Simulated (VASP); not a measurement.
# Zn (Fm-3m) in VASP: notebook

Zn is run at these levels: PBE; tasks: single point.

All numbers are computed with VASP 6.6.1; they aren't measurements. Logs are shortened: lines on timing, memory, paths and dates and some standing lists are left out, and cuts for length are marked.

## (1) The cell of the first run

Symmetry: Fm-3m, No. 225, cubic system. The conventional cell has a = 3.930 Å, b = 3.930 Å, c = 3.930 Å, α = 90.00°, β = 90.00°, γ = 90.00°. Within 3.7 Å of Zn (site symmetry m-3m) lie 12 Zn at 2.78 Å.

## (2) Single point, PBE

INCAR reads:

```
SYSTEM = Zn
PREC     = Accurate       ! precision mode
ENCUT    = 520            ! plane-wave cutoff, eV
EDIFF    = 1E-6           ! SCF threshold, eV
ISMEAR   = 0              ! smearing method
SIGMA    = 0.1            ! smearing width, eV
LREAL    = .False.        ! projectors in reciprocal space
LASPH    = .True.         ! aspherical terms in the spheres
NELM     = 100            ! most SCF steps
ALGO     = Fast           ! electronic algorithm
ISIF     = 2              ! what is computed and relaxed
LWAVE    = .False.        ! write WAVECAR
LCHARG   = .False.        ! write CHGCAR
GGA      = PE             ! functional
NBANDS   = 12             ! bands
```

KPOINTS reads:

```
Automatic mesh
0
Gamma
  18 18 18
  0 0 0
```

POSCAR reads:

```
Zn
1.0
    0.0000000000      1.9647760000      1.9647760000
    1.9647760000      0.0000000000      1.9647760000
    1.9647760000      1.9647760000      0.0000000000
Zn
1
Direct
    0.0000000000      0.0000000000      0.0000000000
```

Potentials or basis: VASP PAW PBE potentials, release 64 (Zn).

On the command line:

```console
> cat potpaw_PBE.64/Zn/POTCAR > POTCAR
> mpirun -np 1 vasp_std > vasp.out
```

OUTCAR:

```text
SYSTEM = Zn
   PREC = Accurate
   ENCUT = 520
   EDIFF = 1E-6
   ISMEAR = 0
   LREAL = .False.
   LASPH = .True.
   NELM = 100
   ISIF = 2
   GGA = PE

 ion  position               nearest neighbor table
   1  0.000  0.000  0.000-

  LATTYP: Found a face centered cubic cell.
 ALAT       =     3.9295520000

  Lattice vectors:

 A1 = (   0.0000000000,   1.9647760000,   1.9647760000)
 A2 = (   1.9647760000,   0.0000000000,   1.9647760000)
 A3 = (   1.9647760000,   1.9647760000,   0.0000000000)

Analysis of symmetry for initial positions (statically):
=====================================================================
 Subroutine PRICEL returns:
 Original cell was already a primitive cell.

 Routine SETGRP: Setting up the symmetry group for a
 face centered cubic supercell.

 Subroutine GETGRP returns: Found 48 space group operations
 (whereof 48 operations were pure point group operations)
 out of a pool of 48 trial point group operations.

The static configuration has the point symmetry O_h .

Analysis of symmetry for dynamics (positions and initial velocities):
=====================================================================
 Subroutine PRICEL returns:
 Original cell was already a primitive cell.

 Routine SETGRP: Setting up the symmetry group for a
 face centered cubic supercell.

 Subroutine GETGRP returns: Found 48 space group operations
 (whereof 48 operations were pure point group operations)
 out of a pool of 48 trial point group operations.

The dynamic configuration has the point symmetry O_h .

 Subroutine INISYM returns: Found 48 space group operations
 (whereof 48 operations are pure point group operations),
 and found     1 'primitive' translations

----------------------------------------------------------------------------------------

                                     Primitive cell

  volume of cell :      15.1694

  direct lattice vectors                    reciprocal lattice vectors
     0.000000000  1.964776000  1.964776000    -0.254481936  0.254481936  0.254481936
     1.964776000  0.000000000  1.964776000     0.254481936 -0.254481936  0.254481936
     1.964776000  1.964776000  0.000000000     0.254481936  0.254481936 -0.254481936

  length of vectors
     2.778612866  2.778612866  2.778612866     0.440775643  0.440775643  0.440775643

  position of ions in fractional coordinates (direct lattice)
     0.000000000  0.000000000  0.000000000

  ion indices of the primitive-cell ions
   primitive index   ion index
                 1           1

----------------------------------------------------------------------------------------
[... 83 lines left out ...]
   EMIN   =  10.00;   EMAX   =-10.00  energy-range for DOS
   EFERMI =   0.00;   METHOD = LEGACY
   ISMEAR =     0;   SIGMA  =   0.10  broadening in eV -4-tet -1-fermi 0-gaus
   EFERMI_NEDOS =   21; number of points for ismear=-14 and -15
   IALGO  =     68    algorithm
   IMIX   =      4    mixing-type and parameters
     AMIX     =   0.40;   BMIX     =  1.00
     AMIX_MAG =   1.60;   BMIX_MAG =  1.00
  volume/ion in A,a.u.               =      15.17       102.37
  Fermi-wavevector in a.u.,A,eV,Ry     =   1.514069  2.861175 31.190044  2.292404
  Thomas-Fermi vector in A             =   2.623775
   LORBIT       =      0    0 simple, 1 ext, 2 COOP (PROOUT), +10 PAW based schemes
   GGA     = PE    functional components
   LHFCALC =     F    Hartree Fock is set to
   AEXX    =    0.0000 exact exchange contribution
   IVDW    =     0    specifies the selected vdW correction
   LEPSILON=     F    determine dielectric tensor
   LRPA    =     F    only Hartree local field effects (RPA)
 non-spin polarized calculation
 RMM-DIIS sequential band-by-band and
 Gauss-broadening in eV      SIGMA  =   0.10
  energy-cutoff  :      520.00
  volume of cell :       15.17
 maximum number of plane-waves:       419
 NGX is ok and might be reduce to    24
   NGX = 11   NGY = 11   NGZ = 11

 number of electron      12.0000008 magnetization

 Free energy of the ion-electron system (eV)
  ---------------------------------------------------
  ext. energy  EPLUGINS =         0.00000000
  ---------------------------------------------------
  free energy    TOTEN  =        -1.08545309 eV

  energy without entropy =       -1.08418273  energy(sigma->0) =       -1.08481791

 E-fermi :   3.0210     XC(G=0): -11.5769

 val. band max:        2.9910154537   @ k =  -0.3889   0.4444   0.0556
 cond. band min:       3.0820858114   @ k =  -0.3333   0.3333   0.1667
 fundamental gap:      0.0910703578
 Fermi energy:         3.0209604874

 k-point     1 :       0.0000    0.0000    0.0000
  band No.  band energies     occupation
      1      -7.2706      2.00000
      2      -4.5368      2.00000
      3      -4.5368      2.00000
      4      -4.5368      2.00000
      5      -4.1572      2.00000
      6      -4.1572      2.00000
      7      21.3539      0.00000
      8      21.3539      0.00000
      9      21.3539      0.00000
     10      21.9760      0.00000
     11      24.1308      0.00000
     12      24.1308      0.00000
[... 331 lines left out ...]
 k-point    24 :      -0.2222    0.0556    0.0000
  band No.  band energies     occupation
      1      -5.6738      2.00000
      2      -4.5140      2.00000
      3      -4.4399      2.00000
      4      -4.4138      2.00000
      5      -4.1648      2.00000
      6      -4.0099      2.00000
      7      10.8805      0.00000
      8      17.0679      0.00000
      9      20.4659      0.00000
     10      21.8380      0.00000
     11      24.0428      0.00000
     12      24.6607      0.00000

 [... further k-points ...]

------------------------ aborting loop because EDIFF is reached ----------------------------------------

  FORCE on cell =-STRESS in cart. coord.  units (eV):
  Direction    XX          YY          ZZ          XY          YZ          ZX
  --------------------------------------------------------------------------------------
  -------------------------------------------------------------------------------------
  Total        0.0217210      0.0217210      0.0217210     -0.0000000      0.0000000      0.0000000
  in kB        2.2941474      2.2941474      2.2941474     -0.0000000      0.0000000      0.0000000
  external PRESSURE =       2.2941474 kB  Pullay stress =       0.0000000 kB

 VOLUME and BASIS-vectors are now :
 -----------------------------------------------------------------------------
  energy-cutoff  :      520.00
  volume of cell :       15.17
      direct lattice vectors                 reciprocal lattice vectors
     0.000000000  1.964776000  1.964776000    -0.254481936  0.254481936  0.254481936
     1.964776000  0.000000000  1.964776000     0.254481936 -0.254481936  0.254481936
     1.964776000  1.964776000  0.000000000     0.254481936  0.254481936 -0.254481936

 POSITION                                       TOTAL-FORCE (eV/Angst)
 -----------------------------------------------------------------------------------
      0.00000      0.00000      0.00000         0.000000      0.000000      0.000000
 -----------------------------------------------------------------------------------
    total drift:                               -0.000000     -0.000000     -0.000000

  FREE ENERGIE OF THE ION-ELECTRON SYSTEM (eV)
  ---------------------------------------------------
  free  energy   TOTEN  =        -1.0854530879 eV

  energy  without entropy=       -1.0841827315  energy(sigma->0) =       -1.08481791
```

stdout:

```text
POSCAR found type information on POSCAR Zn
 POSCAR found :  1 types and       1 ions
 scaLAPACK will be used
 LDA part: xc-table for (Slater+PW92), standard interpolation
 POSCAR, INCAR and KPOINTS ok, starting setup
 FFT: planning ... GRIDC
 FFT: planning ... GRID_SOFT
 FFT: planning ... GRID
 WAVECAR not read
 entering main loop
```

Wall time 16 s (1 thread of Intel Xeon Platinum 8488C (Sapphire Rapids), shared host); peak memory 0.15 GiB.

Results:

| Quantity | Value |
| --- | --- |
| Free energy | -1.0855 eV |
| Pressure | 0.2 GPa |
| Band gap on the k mesh | zero (band 6 reaches 4.72 eV, above the bottom of band 7 at 1.70 eV) |

## (3) Single point, PBE (volume scaled by 1.03)

INCAR reads:

```
PREC = Accurate
ENCUT = 520
EDIFF = 1E-6
ISMEAR = 0
SIGMA = 0.1
LREAL = F
LASPH = T
NELM = 100
ALGO = Normal
ISIF = 2
LWAVE = F
LCHARG = T
GGA = PE
LELF = T
LVHAR = T
NBANDS = 12
```

KPOINTS reads:

```
regular mesh
0
Gamma
  18 18 18
```

POSCAR reads:

```
Zn
1.0
    0.0000000000      1.9838543034      1.9838543034
    1.9838543034      0.0000000000      1.9838543034
    1.9838543034      1.9838543034      0.0000000000
Zn
1
Direct
    0.0000000000      0.0000000000      0.0000000000
```

Potentials or basis: VASP PAW PBE potentials, release 64 (Zn).

On the command line:

```console
> cat potpaw_PBE.64/Zn/POTCAR > POTCAR
> mpirun -np 1 vasp_std > vasp.out
```

Wall time 15 s (1 thread of Intel Xeon Platinum 8488C (Sapphire Rapids), shared host); peak memory 0.15 GiB.

The run converged. Its results:

```
Free energy            : -1.0835 eV
Pressure               : -1.5 GPa
Band gap on the k mesh : zero (band 6 reaches 4.51 eV, above the bottom of band 7 at 1.45 eV)
```

Levels at points of the mesh, in eV from the Fermi level:
| k point | band 2 | band 3 | band 4 | band 5 | band 6 | band 7 | band 8 | band 9 | band 10 | band 11 |
| --- | --- | --- | --- | --- | --- | --- | --- | --- | --- | --- |
| (0.00, 0.00, 0.00) | -7.49 | -7.49 | -7.49 | -7.13 | -7.13 | 17.93 | 17.93 | 17.93 | 18.73 | 20.75 |
| (0.50, 0.00, 0.00) | -7.49 | -7.49 | -6.86 | -6.86 | -2.72 | -1.37 | 14.97 | 14.97 | 17.30 | 18.70 |
| (0.50, 0.50, 0.00) | -8.06 | -6.87 | -6.79 | -6.79 | -0.86 | 1.68 | 8.34 | 8.34 | 11.95 | 12.99 |

## (4) Single point, PBE (volume scaled by 1.06)

INCAR reads:

```
SYSTEM = Zn
  ALGO = Fast
  EDIFF = 1E-7
  ENCUT = 520
  GGA = PE
  ISIF = 2
  ISMEAR = 0
  LASPH = .True.
  LCHARG = .False.
  LREAL = .False.
  LWAVE = .False.
  NBANDS = 12
  NELM = 100
  PREC = Accurate
  SIGMA = 0.1
```

KPOINTS reads:

```
k-points
0
Gamma
  18 18 18
  0 0 0
```

POSCAR reads:

```
Zn
1.0
    0.0000000000      2.0029309958      2.0029309958
    2.0029309958      0.0000000000      2.0029309958
    2.0029309958      2.0029309958      0.0000000000
Zn
1
Direct
    0.0000000000      0.0000000000      0.0000000000
```

On the command line:

```console
> cat potpaw_PBE.64/Zn/POTCAR > POTCAR
> mpirun -np 1 vasp_std > vasp.out
```

Run time: 18 s. Hardware: 1 thread of Intel Xeon Platinum 8488C (Sapphire Rapids), shared host; peak memory 0.15 GiB.

It converged, with:

```
Free energy            : -1.0765 eV
Pressure               : -3.1 GPa
Band gap on the k mesh : zero (band 6 reaches 4.32 eV, above the bottom of band 7 at 1.22 eV)
```

Levels at points of the mesh, in eV from the Fermi level:
| k point | band 3 | band 4 | band 5 | band 6 | band 7 | band 8 | band 9 | band 10 |
| --- | --- | --- | --- | --- | --- | --- | --- | --- |
| (0.00, 0.00, 0.00) | -7.42 | -7.42 | -7.08 | -7.08 | 17.53 | 17.53 | 17.53 | 18.52 |
| (0.50, 0.00, 0.00) | -7.42 | -6.82 | -6.82 | -2.60 | -1.41 | 14.65 | 14.65 | 17.10 |
| (0.50, 0.50, 0.00) | -6.84 | -6.76 | -6.76 | -0.79 | 1.58 | 8.20 | 8.20 | 11.77 |

## (5) Overview

| cell | gap on the mesh (eV) | pressure (GPa) |
| --- | --- | --- |
| a = 2.779 Å, angles 60.0°, 1 atom | none | 0.2 |
| a = 2.806 Å, angles 60.0°, 1 atom | none | -1.5 |
| a = 2.833 Å, angles 60.0°, 1 atom | none | -3.1 |

Alike in all rows: task single point; level PBE; potentials or basis VASP PAW PBE potentials, release 64 (Zn); no spin polarisation; k mesh 18 × 18 × 18; cutoff (eV) 520; smearing gaussian 0.1 eV.

Total energies depend on the potentials used, so only differences within one code and one set of settings carry meaning.
